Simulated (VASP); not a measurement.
# TaTiSi4 (F222) in VASP: single point with r2SCAN

Aim: the single point of TaTiSi4 with r2SCAN.

Program: VASP 6.6.1. These are calculated values, not measurements. Logs are shortened: lines on timing, memory, paths and dates and some standing lists are left out, and cuts for length are marked.

**1. The cell of the first run**

The structure is orthorhombic, space group F222 (No. 22). Conventional cell: a = 4.813 Å, b = 8.328 Å, c = 8.635 Å, α = 90.00°, β = 90.00°, γ = 90.00°. Ti (site symmetry 222) has 10 Si at 2.58 to 2.88 Å and 4 Ta at 3.23 Å within 3.4 Å. Within 3.4 Å of Ta (site symmetry 222) lie 10 Si at 2.60 to 2.83 Å and 4 Ti at 3.23 Å. Within 3.3 Å of Si (site symmetry 2) lie 9 Si at 2.53 to 3.27 Å and 2 Ta at 2.60 Å and 3 Ti at 2.73 to 2.88 Å. Within 3.3 Å of Si (site symmetry 2) lie 9 Si at 2.53 to 3.27 Å and 2 Ti at 2.58 Å and 3 Ta at 2.75 to 2.83 Å.

**2. Single point, r2SCAN**

POSCAR reads:

```
TaTiSi4
1.0
    0.0000000000      4.1638892000      4.3177062000
    2.4064891000      0.0000000000      4.3177062000
    2.4064891000      4.1638892000      0.0000000000
Ti Ta Si
1 1 4
Direct
    0.7500000000      0.7500000000      0.7500000000
    0.5000000000      0.5000000000      0.5000000000
    0.0958490000      0.4041510000      0.0958490000
    0.4041510000      0.0958490000      0.4041510000
    0.1607210000      0.8392790000      0.1607210000
    0.8392790000      0.1607210000      0.8392790000
```

INCAR.step1 reads:

```
PREC = Accurate ; ENCUT = 520
ISMEAR = 0 ; SIGMA = 0.1
LREAL = F ; LASPH = T
NELM = 60 ; NBANDS = 28
GGA = PE ; ALGO = Normal
EDIFF = 1E-4 ; LWAVE = T
LCHARG = F
```

INCAR.step2 reads:

```
PREC = Accurate ; ENCUT = 520
EDIFF = 1E-6 ; ISMEAR = 0
SIGMA = 0.1 ; LREAL = F
LASPH = T ; NELM = 60
ALGO = Normal ; ISIF = 2
LWAVE = F ; LCHARG = F
METAGGA = R2SCAN ; LMIXTAU = T
NBANDS = 28 ; ISTART = 1
```

KPOINTS reads:

```
regular mesh
0
Gamma
  10 10 10
```

Potentials or basis: VASP PAW PBE potentials, release 64 (Ti_sv, Ta_pv, Si).

Run with:

```console
$ cat potpaw_PBE.64/Ti_sv/POTCAR potpaw_PBE.64/Ta_pv/POTCAR potpaw_PBE.64/Si/POTCAR > POTCAR
$ cp INCAR.step1 INCAR
$ mpirun -np 1 vasp_std > vasp.out
$ cp INCAR.step2 INCAR
$ mpirun -np 1 vasp_std > vasp.out
```

OUTCAR:

```text
PREC = Accurate
   ENCUT = 520
   EDIFF = 1E-6
   ISMEAR = 0
   LREAL = F
   LASPH = T
   NELM = 60
   ISIF = 2
   METAGGA = R2SCAN
   ISTART = 1

 ion  position               nearest neighbor table
   1  0.750  0.750  0.750-   6 2.58   5 2.58   6 2.58   5 2.58   4 2.73   4 2.73   3 2.73   3 2.73
                             3 2.88   4 2.88   2 3.23   2 3.23   2 3.23   2 3.23
   2  0.500  0.500  0.500-   3 2.60   4 2.60   3 2.60   4 2.60   5 2.75   5 2.75   6 2.75   6 2.75
                             5 2.83   6 2.83   1 3.23   1 3.23   1 3.23   1 3.23
   3  0.096  0.404  0.096-   5 2.53   5 2.53   4 2.57   2 2.60   2 2.60   1 2.73   1 2.73   1 2.88
                             4 2.89   4 2.89
   4  0.404  0.096  0.404-   6 2.53   6 2.53   3 2.57   2 2.60   2 2.60   1 2.73   1 2.73   1 2.88
                             3 2.89   3 2.89
   5  0.161  0.839  0.161-   3 2.53   3 2.53   1 2.58   1 2.58   6 2.68   2 2.75   2 2.75   2 2.83
                             6 2.83   6 2.83
   6  0.839  0.161  0.839-   4 2.53   4 2.53   1 2.58   1 2.58   5 2.68   2 2.75   2 2.75   2 2.83
                             5 2.83   5 2.83

  LATTYP: Found a face centered orthorhombic cell.
 ALAT       =     4.8129782000
 B/A-ratio  =     1.7302755288
 C/A-ratio  =     1.7941931256

  Lattice vectors:

 A1 = (   0.0000000000,   4.1638892000,   4.3177062000)
 A2 = (   2.4064891000,   0.0000000000,   4.3177062000)
 A3 = (   2.4064891000,   4.1638892000,   0.0000000000)

Analysis of symmetry for initial positions (statically):
=====================================================================
 Subroutine PRICEL returns:
 Original cell was already a primitive cell.

 Routine SETGRP: Setting up the symmetry group for a
 face centered orthorhombic supercell.

 Subroutine GETGRP returns: Found  4 space group operations
 (whereof  4 operations were pure point group operations)
 out of a pool of  8 trial point group operations.

The static configuration has the point symmetry D_2 .

Analysis of symmetry for dynamics (positions and initial velocities):
=====================================================================
 Subroutine PRICEL returns:
 Original cell was already a primitive cell.

 Routine SETGRP: Setting up the symmetry group for a
 face centered orthorhombic supercell.

 Subroutine GETGRP returns: Found  4 space group operations
 (whereof  4 operations were pure point group operations)
 out of a pool of  8 trial point group operations.

The dynamic configuration has the point symmetry D_2 .

 Subroutine INISYM returns: Found  4 space group operations
 (whereof  4 operations are pure point group operations),
 and found     1 'primitive' translations

----------------------------------------------------------------------------------------

                                     Primitive cell

  volume of cell :      86.5299

  direct lattice vectors                    reciprocal lattice vectors
     0.000000000  4.163889200  4.317706200    -0.207771562  0.120080044  0.115802229
     2.406489100  0.000000000  4.317706200     0.207771562 -0.120080044  0.115802229
     2.406489100  4.163889200  0.000000000     0.207771562  0.120080044 -0.115802229

  length of vectors
     5.998379790  4.943053370  4.809278850     0.266455241  0.266455241  0.266455241

  position of ions in fractional coordinates (direct lattice)
     0.750000000  0.750000000  0.750000000
     0.500000000  0.500000000  0.500000000
     0.095849000  0.404151000  0.095849000
     0.404151000  0.095849000  0.404151000
     0.160721000  0.839279000  0.160721000
     0.839279000  0.160721000  0.839279000

  ion indices of the primitive-cell ions
   primitive index   ion index
                 1           1
                 2           2
                 3           3
                 4           4
                 5           5
                 6           6

----------------------------------------------------------------------------------------

 KPOINTS: regular mesh

Automatic generation of k-mesh.
 Grid dimensions read from file:
 generate k-points for:   10   10   10

 Generating k-lattice:

  Cartesian coordinates                     Fractional coordinates (reciprocal lattice)
    -0.020777156  0.012008004  0.011580223     0.100000000 -0.000000000 -0.000000000
     0.020777156 -0.012008004  0.011580223     0.000000000  0.100000000  0.000000000
     0.020777156  0.012008004 -0.011580223     0.000000000  0.000000000  0.100000000

  Length of vectors
     0.026645524  0.026645524  0.026645524

  Shift w.r.t. Gamma in fractional coordinates (k-lattice)
     0.000000000  0.000000000  0.000000000

 Subroutine IBZKPT returns following result:
 ===========================================

 Found    171 irreducible k-points:

 Following reciprocal coordinates:
            Coordinates               Weight
  0.000000  0.000000  0.000000      1.000000
  0.100000  0.000000  0.000000      8.000000
  0.200000  0.000000  0.000000      8.000000
  0.300000  0.000000  0.000000      8.000000
  0.400000  0.000000  0.000000      8.000000
  0.500000  0.000000  0.000000      4.000000
[... 16 lines left out ...]
  0.300000  0.300000  0.000000      2.000000
  0.400000  0.300000 -0.000000      8.000000
 [... further k-points ...]
   k-points           NKPTS =    171   k-points in BZ     NKDIM =    171   number of bands    NBANDS=     28
   number of dos      NEDOS =    301   number of ions     NIONS =      6
   total plane-waves  NPLWV =  69120
   dimension x,y,z NGX =    48 NGY =   40 NGZ =   36
   dimension x,y,z NGXF=    96 NGYF=   80 NGZF=   72
   ions per type =               1   1   4
   NGX,Y,Z   is equivalent  to a cutoff of  13.30, 13.45, 12.44 a.u.
   NGXF,Y,Z  is equivalent  to a cutoff of  26.61, 26.91, 24.89 a.u.
 SYSTEM =  unknown system
   PREC   = accura    normal or accurate (medium, high low for compatibility)
   ISTART =      1    job   : 0-new  1-cont  2-samecut
   ICHARG =      0    charge: 1-file 2-atom 10-const
   ISPIN  =      1    spin polarized calculation?
   LNONCOLLINEAR =      F non collinear calculations
   LSORBIT =      F    spin-orbit coupling
   LASPH  =      T    aspherical Exc in radial PAW
   ENCUT  =  520.0 eV  38.22 Ry    6.18 a.u.  11.15  9.19  8.94*2*pi/ulx,y,z
   NELM   =     60;   NELMIN=  2; NELMDL=  0     # of ELM steps
   EDIFF  = 0.1E-05   stopping-criterion for ELM
   LREAL  =      F    real-space projection
   EDIFFG = 0.1E-04   stopping-criterion for IOM
   NSW    =      0    number of steps for IOM
   IBRION =     -1    ionic relax: 0-MD 1-quasi-New 2-CG
   NFREE  =      0    steps in history (QN), initial steepest desc. (CG)
   ISIF   =      2    stress and relaxation
   ISYM   =      2    0-nonsym 1-usesym 2-fastsym
   POTIM  = 0.5000    time-step for ionic-motion
   TEBEG  =    0.0;   TEEND  =   0.0 temperature during run
   PSTRESS=    0.0 pullay stress
   NELECT =      39.0000    total number of electrons
   NUPDOWN=      -1.0000    fix difference up-down
   EMIN   =  10.00;   EMAX   =-10.00  energy-range for DOS
   EFERMI =   0.00;   METHOD = LEGACY
   ISMEAR =     0;   SIGMA  =   0.10  broadening in eV -4-tet -1-fermi 0-gaus
   EFERMI_NEDOS =   21; number of points for ismear=-14 and -15
   IALGO  =     38    algorithm
   IMIX   =      4    mixing-type and parameters
     AMIX     =   0.40;   BMIX     =  1.00
     AMIX_MAG =   1.60;   BMIX_MAG =  1.00
  volume/ion in A,a.u.               =      14.42        97.32
  Fermi-wavevector in a.u.,A,eV,Ry     =   1.255185  2.371955 21.435826  1.575489
  Thomas-Fermi vector in A             =   2.388954
   LORBIT       =      0    0 simple, 1 ext, 2 COOP (PROOUT), +10 PAW based schemes
   METAGGA = R2SCAN    functional components
   LHFCALC =     F    Hartree Fock is set to
   AEXX    =    0.0000 exact exchange contribution
   IVDW    =     0    specifies the selected vdW correction
   LEPSILON=     F    determine dielectric tensor
   LRPA    =     F    only Hartree local field effects (RPA)
 non-spin polarized calculation
 Gauss-broadening in eV      SIGMA  =   0.10
  energy-cutoff  :      520.00
  volume of cell :       86.53
 maximum number of plane-waves:      2349
 NGX is ok and might be reduce to    48
   NGX = 23   NGY = 19   NGZ = 17

 number of electron      39.0000000 magnetization

 Free energy of the ion-electron system (eV)
  ---------------------------------------------------
  ext. energy  EPLUGINS =         0.00000000
  ---------------------------------------------------
  free energy    TOTEN  =       -99.54967541 eV

  energy without entropy =      -99.54345376  energy(sigma->0) =      -99.54656458

 E-fermi :   9.7537     XC(G=0): -12.7079

 val. band max:        9.7452940579   @ k =  -0.1000   0.4000   0.3000
 cond. band min:       9.7596561411   @ k =  -0.3000   0.3000   0.4000
 fundamental gap:      0.0143620832
 Fermi energy:         9.7536937464

 k-point     1 :       0.0000    0.0000    0.0000
  band No.  band energies     occupation
      1     -49.2570      2.00000
      2     -25.7295      2.00000
      3     -25.7212      2.00000
      4     -25.6836      2.00000
      5     -24.5524      2.00000
      6     -24.5509      2.00000
[... 20 lines left out ...]
     27      13.8402      0.00000
     28      13.8642      0.00000

 k-point     2 :       0.1000    0.0000    0.0000
  band No.  band energies     occupation
      1     -49.2570      2.00000
      2     -25.7297      2.00000
      3     -25.7214      2.00000
      4     -25.6844      2.00000
      5     -24.5527      2.00000
      6     -24.5512      2.00000
[... 20 lines left out ...]
     27      13.6316      0.00000
     28      13.7948      0.00000

 k-point     3 :       0.2000    0.0000    0.0000
  band No.  band energies     occupation
      1     -49.2570      2.00000
      2     -25.7301      2.00000
      3     -25.7219      2.00000
      4     -25.6865      2.00000
      5     -24.5539      2.00000
      6     -24.5514      2.00000
[... 616 lines left out ...]
      3     -25.7196      2.00000
      4     -25.6861      2.00000
      5     -24.5577      2.00000
      6     -24.5537      2.00000
[... 20 lines left out ...]
     27      13.6995      0.00000
     28      13.9662      0.00000

 k-point    24 :       0.4000    0.3000   -0.0000
  band No.  band energies     occupation
      1     -49.2570      2.00000
      2     -25.7306      2.00000
      3     -25.7196      2.00000
      4     -25.6872      2.00000
      5     -24.5589      2.00000
      6     -24.5539      2.00000
[... 20 lines left out ...]
     27      13.4919      0.00000
     28      14.0940      0.00000

 [... further k-points ...]
[... 5 lines left out ...]
  --------------------------------------------------------------------------------------
  -------------------------------------------------------------------------------------
  Total       -1.4360709     -0.9302807     -1.6723268      0.0000000      0.0000000      0.0000000
  in kB      -26.5901216    -17.2249684    -30.9646071      0.0000000      0.0000000      0.0000000
  external PRESSURE =     -24.9265657 kB  Pullay stress =       0.0000000 kB

 VOLUME and BASIS-vectors are now :
 -----------------------------------------------------------------------------
  energy-cutoff  :      520.00
  volume of cell :       86.53
      direct lattice vectors                 reciprocal lattice vectors
     0.000000000  4.163889200  4.317706200    -0.207771562  0.120080044  0.115802229
     2.406489100  0.000000000  4.317706200     0.207771562 -0.120080044  0.115802229
     2.406489100  4.163889200  0.000000000     0.207771562  0.120080044 -0.115802229

 POSITION                                       TOTAL-FORCE (eV/Angst)
 -----------------------------------------------------------------------------------
      3.60973      6.24583      6.47656        -0.000000      0.000000      0.000000
      2.40649      4.16389      4.31771         0.000000      0.000000      0.000000
      1.20324      0.79821      2.15885        -0.000000      0.072348     -0.000000
      1.20324      3.36568      2.15885        -0.000000     -0.072348     -0.000000
      2.40649      1.33845      4.31771        -0.000000     -0.040698      0.000000
      2.40649      6.98933      4.31771        -0.000000      0.040698      0.000000
 -----------------------------------------------------------------------------------
    total drift:                               -0.000031      0.000005     -0.000000

  FREE ENERGIE OF THE ION-ELECTRON SYSTEM (eV)
  ---------------------------------------------------
  free  energy   TOTEN  =       -99.5496754097 eV

  energy  without entropy=      -99.5434537561  energy(sigma->0) =      -99.54656458
```

Run time: 45 min. Hardware: 1 thread of Intel Xeon 8259CL, shared host; peak memory 0.57 GiB.

Results:

* Free energy: -99.5497 eV
* Pressure: -2.5 GPa
* Largest force: 0.072 eV/Å
* Band gap on the k mesh: zero (an odd number of electrons rules out a gap without spin polarisation)

Forces on the atoms (eV/Å):
```
Ti   0.000  0.000  0.000
Ta   0.000  0.000  0.000
Si   0.000  0.072  0.000
Si   0.000 -0.072  0.000
Si   0.000 -0.041  0.000
Si   0.000  0.041  0.000
```

Caveat: the PAW data sets were made with another functional, which shifts forces and pressure a little; spin-orbit coupling is left out, which moves the levels of the heavy elements; an odd number of electrons without spin polarisation forces a metal; a magnetic or distorted state may lie lower.
